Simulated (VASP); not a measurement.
# Al (P6_3/mmc) in VASP: a series of runs, part 2 of 2

VASP 6.6.1.

## Step 3: Single point, RPBE (14.84 Å³/atom)

This run uses another cell than the first one, of 14.84 Å³/atom.

Input file INCAR:

```
PREC = Accurate
ENCUT = 520
EDIFF = 1E-6
ISMEAR = -1
SIGMA = 0.1
LREAL = F
LASPH = T
NELM = 80
ALGO = Normal
ISIF = 2
LWAVE = F
LCHARG = T
GGA = RP
LELF = T
LVHAR = T
NBANDS = 14
```

Input file KPOINTS:

```
regular mesh
0
Gamma
  14 14 4
```

Input file POSCAR:

```
Al
1.0
    2.7438627126      0.0000000000      0.0000000000
   -1.3719313563      2.3762548136      0.0000000000
    0.0000000000      0.0000000000      9.1052414508
Al
4
Direct
    0.0000000000      1.0000000000      0.0000000000
    0.0000000000      1.0000000000      0.5000000000
    0.3333333333      0.6666666667      0.2500000000
    0.6666666667      0.3333333333      0.7500000000
```

Potentials or basis: VASP PAW PBE potentials, release 64 (Al).

The run is started by

```console
$ cat potpaw_PBE.64/Al/POTCAR > POTCAR
$ mpirun -np 1 vasp_std > vasp.out
```

OUTCAR:

```text
PREC = Accurate
   ENCUT = 520
   EDIFF = 1E-6
   ISMEAR = -1
   LREAL = F
   LASPH = T
   NELM = 80
   ISIF = 2
   GGA = RP

 ion  position               nearest neighbor table
   1  0.000  0.000  0.000-   3 2.77   4 2.77   3 2.77   4 2.77   4 2.77   3 2.77
   2  0.000  0.000  0.500-   3 2.77   4 2.77   3 2.77   4 2.77   4 2.77   3 2.77
   3  0.333  0.667  0.250-   1 2.77   2 2.77   1 2.77   2 2.77   1 2.77   2 2.77
   4  0.667  0.333  0.750-   1 2.77   2 2.77   1 2.77   2 2.77   1 2.77   2 2.77

  LATTYP: Found a hexagonal cell.
[... 609 lines left out ...]
  --------------------------------------------------------------------------------------
  -------------------------------------------------------------------------------------
  Total        4.7004817      4.7004817      4.4801144      0.0000000      0.0000000      0.0000000
  in kB      126.8545624    126.8545624    120.9073864      0.0000000      0.0000000      0.0000000
  external PRESSURE =     124.8721704 kB  Pullay stress =       0.0000000 kB

 VOLUME and BASIS-vectors are now :
 -----------------------------------------------------------------------------
  energy-cutoff  :      520.00
  volume of cell :       59.37
      direct lattice vectors                 reciprocal lattice vectors
     2.743862713  0.000000000  0.000000000     0.364449721  0.210415145  0.000000000
    -1.371931356  2.376254814  0.000000000     0.000000000  0.420830289  0.000000000
     0.000000000  0.000000000  9.105241451     0.000000000  0.000000000  0.109826851

 POSITION                                       TOTAL-FORCE (eV/Angst)
 -----------------------------------------------------------------------------------
      0.00000      0.00000      0.00000         0.000000      0.000000     -0.000000
      0.00000      0.00000      4.55262         0.000000      0.000000     -0.000000
     -0.00000      1.58417      2.27631        -0.000000     -0.000000      0.000000
      1.37193      0.79208      6.82893         0.000000      0.000000     -0.000000
 -----------------------------------------------------------------------------------
    total drift:                               -0.000000      0.000000     -0.000000

  FREE ENERGIE OF THE ION-ELECTRON SYSTEM (eV)
  ---------------------------------------------------
  free  energy   TOTEN  =       -13.7279944385 eV

  energy  without entropy=      -13.6814494618  energy(sigma->0) =      -13.70472195
```

OSZICAR:

```text
N       E                     dE             d eps       ncg     rms          rms(c)
DAV:   1     0.826322338295E+01    0.82632E+01   -0.41434E+03  2024   0.661E+02
DAV:   2    -0.131538741909E+02   -0.21417E+02   -0.19944E+02  2614   0.932E+01
DAV:   3    -0.138213539297E+02   -0.66748E+00   -0.65717E+00  2668   0.132E+01
DAV:   4    -0.138257643188E+02   -0.44104E-02   -0.44086E-02  2410   0.131E+00
DAV:   5    -0.138258121465E+02   -0.47828E-04   -0.47827E-04  2658   0.143E-01    0.420E+00
DAV:   6    -0.137704021965E+02    0.55410E-01   -0.40793E-03  2260   0.429E-01    0.244E+00
DAV:   7    -0.137285979222E+02    0.41804E-01   -0.11117E-02  2238   0.642E-01    0.261E-01
DAV:   8    -0.137280811273E+02    0.51679E-03   -0.19212E-04  2864   0.758E-02    0.139E-01
DAV:   9    -0.137279942227E+02    0.86905E-04   -0.40897E-05  2394   0.345E-02    0.251E-02
DAV:  10    -0.137279944385E+02   -0.21581E-06   -0.70196E-07  1958   0.615E-03
   1 F= -.13727994E+02 E0= -.13704722E+02  d E =-.465450E-01
```

It took 59 s on 1 thread of Intel Xeon 8259CL, shared host; peak memory 0.19 GiB.

Results:

| Item | Value |
| --- | --- |
| Free energy | -13.7280 eV |
| Pressure | 12.5 GPa |
| Band gap on the k mesh | zero (bands 6 and 7 overlap by 5.68 eV) |

Stress tensor (GPa, compression positive):
```
12.69  0.00  0.00
 0.00 12.69  0.00
 0.00  0.00 12.09
```

Levels at points of the mesh, in eV from the Fermi level:
```
           k point  band 2  band 3  band 4  band 5  band 6  band 7  band 8  band 9  band 10  band 11
(0.00, 0.00, 0.00)  -10.13  -10.13   -5.15   -4.72    3.34    3.35   11.79   11.79    11.79    11.79
(0.50, 0.00, 0.00)   -5.53   -4.21   -4.21   -3.38   -3.38    0.76    1.13    1.41     1.77     6.35
(0.00, 0.00, 0.50)  -11.46   -7.95   -7.95   -1.15   -1.15    8.42    8.42   12.03    12.03    12.03
(0.50, 0.00, 0.50)   -5.19   -5.05   -5.05   -1.98   -1.98   -1.27   -1.27    4.73     4.73     4.78
```

Caveat: the cell stands under pressure; the PAW data sets were made with another functional, which shifts forces and pressure a little.

## Step 4: Single point, RPBE (15.52 Å³/atom)

This run uses another cell than the first one, of 15.52 Å³/atom.

Input file INCAR:

```
SYSTEM = Al
ALGO = Normal
EDIFF = 1E-6
ENCUT = 520
GGA = RP
ISIF = 2
ISMEAR = -1
LASPH = .TRUE.
LCHARG = .FALSE.
LREAL = .FALSE.
LWAVE = .FALSE.
NBANDS = 14
NELM = 100
PREC = Accurate
SIGMA = 0.1
```

Input file KPOINTS:

```
k-points
0
G
  14 14 4
  0 0 0
```

Input file POSCAR:

```
Al
1.0
    2.7848219260      0.0000000000      0.0000000000
   -1.3924109630      2.4117265329      0.0000000000
    0.0000000000      0.0000000000      9.2411606155
Al
4
Direct
    0.0000000000      1.0000000000      0.0000000000
    0.0000000000      1.0000000000      0.5000000000
    0.3333333333      0.6666666667      0.2500000000
    0.6666666667      0.3333333333      0.7500000000
```

The run is started by

```console
$ cat potpaw_PBE.64/Al/POTCAR > POTCAR
$ mpirun -np 1 vasp_std > vasp.out
```

It took 64 s on 1 thread of Intel Xeon 8259CL, shared host; peak memory 0.2 GiB.

The run converged. Its results:

```yaml
Free_energy: -13.8932 eV
Pressure: 7.3 GPa
Band_gap_on_the_k_mesh: zero (bands 6 and 7 overlap by 5.59 eV)
```

Stress tensor (GPa, compression positive):
```
7.38 0.00 0.00
0.00 7.38 0.00
0.00 0.00 7.15
```

Levels at points of the mesh, in eV from the Fermi level:
| k point | band 2 | band 3 | band 4 | band 5 | band 6 | band 7 | band 8 | band 9 | band 10 | band 11 |
| --- | --- | --- | --- | --- | --- | --- | --- | --- | --- | --- |
| (0.00, 0.00, 0.00) | -9.87 | -9.86 | -4.96 | -4.66 | 3.25 | 3.26 | 11.43 | 11.43 | 11.49 | 11.49 |
| (0.50, 0.00, 0.00) | -5.36 | -4.09 | -4.07 | -3.35 | -3.32 | 0.77 | 1.17 | 1.31 | 1.67 | 6.11 |
| (0.00, 0.00, 0.50) | -11.15 | -7.74 | -7.74 | -1.13 | -1.13 | 8.20 | 8.20 | 11.74 | 11.74 | 11.74 |
| (0.50, 0.00, 0.50) | -5.03 | -4.93 | -4.93 | -1.94 | -1.94 | -1.25 | -1.25 | 4.62 | 4.62 | 4.68 |

Caveat: the cell stands under pressure; the PAW data sets were made with another functional, which shifts forces and pressure a little.

## Step 5: Single point, RPBE (16.19 Å³/atom)

This run uses another cell than the first one, of 16.19 Å³/atom.

Input file INCAR:

```
PREC = Accurate
ENCUT = 520
EDIFF = 1E-6
ISMEAR = -1
SIGMA = 0.1
LREAL = False
LASPH = True
NELM = 60
ALGO = Normal
ISIF = 2
LWAVE = False
LCHARG = False
GGA = RP
NBANDS = 14
```

Input file KPOINTS:

```
regular mesh
0
Gamma
  14 14 4
```

Input file POSCAR:

```
Al
1.0
    2.8246104720      0.0000000000      0.0000000000
   -1.4123052360      2.4461844246      0.0000000000
    0.0000000000      0.0000000000      9.3731950343
Al
4
Direct
    0.0000000000      1.0000000000      0.0000000000
    0.0000000000      1.0000000000      0.5000000000
    0.3333333333      0.6666666667      0.2500000000
    0.6666666667      0.3333333333      0.7500000000
```

The run is started by

```console
$ cat potpaw_PBE.64/Al/POTCAR > POTCAR
$ mpirun -np 1 vasp_std > vasp.out
```

Wall time 71 s (1 thread of Intel Xeon 8259CL, shared host); peak memory 0.2 GiB.

The run converged. Its results:

| Item | Value |
| --- | --- |
| Free energy | -13.9800 eV |
| Pressure | 3.1 GPa |
| Band gap on the k mesh | zero (bands 6 and 7 overlap by 5.50 eV) |

Stress tensor (GPa, compression positive):
```
3.11 0.00 0.00
0.00 3.11 0.00
0.00 0.00 3.20
```

Levels at points of the mesh, in eV from the Fermi level:
| k point | band 2 | band 3 | band 4 | band 5 | band 6 | band 7 | band 8 | band 9 | band 10 | band 11 |
| --- | --- | --- | --- | --- | --- | --- | --- | --- | --- | --- |
| (0.00, 0.00, 0.00) | -9.61 | -9.61 | -4.79 | -4.60 | 3.16 | 3.17 | 11.09 | 11.09 | 11.21 | 11.21 |
| (0.50, 0.00, 0.00) | -5.21 | -3.97 | -3.93 | -3.31 | -3.25 | 0.79 | 1.21 | 1.21 | 1.56 | 5.89 |
| (0.00, 0.00, 0.50) | -10.87 | -7.54 | -7.54 | -1.10 | -1.10 | 8.01 | 8.01 | 11.41 | 11.41 | 11.41 |
| (0.50, 0.00, 0.50) | -4.89 | -4.82 | -4.82 | -1.90 | -1.90 | -1.23 | -1.23 | 4.47 | 4.47 | 4.62 |

Caveat: the cell stands under pressure; the PAW data sets were made with another functional, which shifts forces and pressure a little.

## Step 6: Single point, RPBE (16.87 Å³/atom)

Input file INCAR:

```
SYSTEM = Al
PREC = Accurate ; ENCUT = 520
EDIFF = 1E-7 ; ISMEAR = -1
SIGMA = 0.1 ; LREAL = .False.
LASPH = .True. ; NELM = 60
ALGO = Normal ; ISIF = 2
LWAVE = .False. ; LCHARG = .True.
GGA = RP ; LELF = .True.
LVHAR = .True. ; NBANDS = 14
```

Input file KPOINTS:

```
regular mesh
0
Gamma
  14 14 4
  0 0 0
```

Input file POSCAR:

```
Al
1.0
    2.8633085749      0.0000000000      0.0000000000
   -1.4316542875      2.4796979648      0.0000000000
    0.0000000000      0.0000000000      9.5016109238
Al
4
Direct
    0.0000000000      1.0000000000      0.0000000000
    0.0000000000      1.0000000000      0.5000000000
    0.3333333333      0.6666666667      0.2500000000
    0.6666666667      0.3333333333      0.7500000000
```

Potentials or basis: VASP PAW PBE potentials, release 64 (Al).

The run is started by

```console
$ cat potpaw_PBE.64/Al/POTCAR > POTCAR
$ mpirun -np 1 vasp_std > vasp.out
```

Wall time 84 s (1 thread of Intel Xeon 8259CL, shared host); peak memory 0.21 GiB.

The run converged. Its results:

```
Free energy            : -14.0039 eV
Pressure               : -0.2 GPa
Band gap on the k mesh : zero (bands 6 and 7 overlap by 5.41 eV)
```

Stress tensor (GPa, compression positive):
```
-0.30  0.00  0.00
 0.00 -0.30  0.00
 0.00  0.00  0.03
```

Levels at points of the mesh, in eV from the Fermi level:
| k point | band 4 | band 5 | band 6 | band 7 | band 8 | band 9 |
| --- | --- | --- | --- | --- | --- | --- |
| (0.00, 0.00, 0.00) | -4.63 | -4.54 | 3.09 | 3.10 | 10.76 | 10.76 |
| (0.50, 0.00, 0.00) | -3.79 | -3.28 | -3.19 | 0.80 | 1.13 | 1.25 |
| (0.00, 0.00, 0.50) | -7.36 | -1.08 | -1.08 | 7.82 | 7.82 | 11.07 |
| (0.50, 0.00, 0.50) | -4.69 | -1.85 | -1.85 | -1.21 | -1.21 | 4.34 |

Caveat: the PAW data sets were made with another functional, which shifts forces and pressure a little.

## Step 7: Summary

| cell | k mesh | gap on the mesh (eV) | pressure (GPa) |
| --- | --- | --- | --- |
| a = 2.863, b = 2.863, c = 9.502 Å, angles 90.0, 90.0, 120.0°, 4 atoms | 13 × 13 × 4 | none | -0.2 |
| a = 2.744, b = 2.744, c = 9.105 Å, angles 90.0, 90.0, 120.0°, 4 atoms | 14 × 14 × 4 | none | 12.5 |
| a = 2.785, b = 2.785, c = 9.241 Å, angles 90.0, 90.0, 120.0°, 4 atoms | 14 × 14 × 4 | none | 7.3 |
| a = 2.825, b = 2.825, c = 9.373 Å, angles 90.0, 90.0, 120.0°, 4 atoms | 14 × 14 × 4 | none | 3.1 |
| a = 2.863, b = 2.863, c = 9.502 Å, angles 90.0, 90.0, 120.0°, 4 atoms | 14 × 14 × 4 | none | -0.2 |

Alike in all rows: task single point; level RPBE; potentials or basis VASP PAW PBE potentials, release 64 (Al); no spin polarisation; cutoff (eV) 520; smearing fermi-dirac 0.1 eV.

Caveats: the PAW data sets were made with another functional, which shifts forces and pressure a little; the cell stands under pressure (at least some runs).

Absolute energies hang on the potentials; compare differences alone.
